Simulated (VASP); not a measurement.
Here is a VASP 6.6.1 calculation.

Contents of INCAR:

```
SYSTEM = BaTiO3
PREC = Accurate ; ENCUT = 520
EDIFF = 1E-7 ; ISMEAR = 0
SIGMA = 0.05 ; LREAL = .False.
LASPH = .True. ; NELM = 60
ALGO = Normal ; ISIF = 2
LWAVE = .False. ; LCHARG = .False.
GGA = PE ; NBANDS = 28
```

Contents of KPOINTS:

```
regular mesh
0
Gamma
  8 8 8
  0 0 0
```

File POSCAR:

```
BaTiO3
1.0
    4.0192501416      0.0000000000      0.0000000000
    0.0000000000      4.0192501416      0.0000000000
    0.0000000000      0.0000000000      4.0192501416
Ba Ti O
1 1 3
Direct
    0.5043982506      0.4956017494      0.5000000000
    0.0000000000      0.0000000000      0.0000000000
    0.5000000000      0.0000000000      0.0000000000
    0.0000000000      0.5000000000      0.0000000000
    0.0000000000      0.0000000000      0.5000000000
```

Potentials or basis: VASP PAW PBE potentials, release 64 (Ba_sv, Ti_sv, O).

Run with:

```bash
$ cat potpaw_PBE.64/Ba_sv/POTCAR potpaw_PBE.64/Ti_sv/POTCAR potpaw_PBE.64/O/POTCAR > POTCAR
$ mpirun -np 1 vasp_std > vasp.out
```

(1) Estimate the band gap on the k mesh.

(2) Predict the pressure.

## Answers

(1) 1.72 eV, indirect (least direct gap 1.88 eV).

(2) 1.7 GPa.

Caveat: the cell differs from its parent crystal (all Ba atoms moved +0.025 Å, as atom 1 along Cartesian [1 -1 0]); spin-orbit coupling is left out, which moves the levels of the heavy elements.
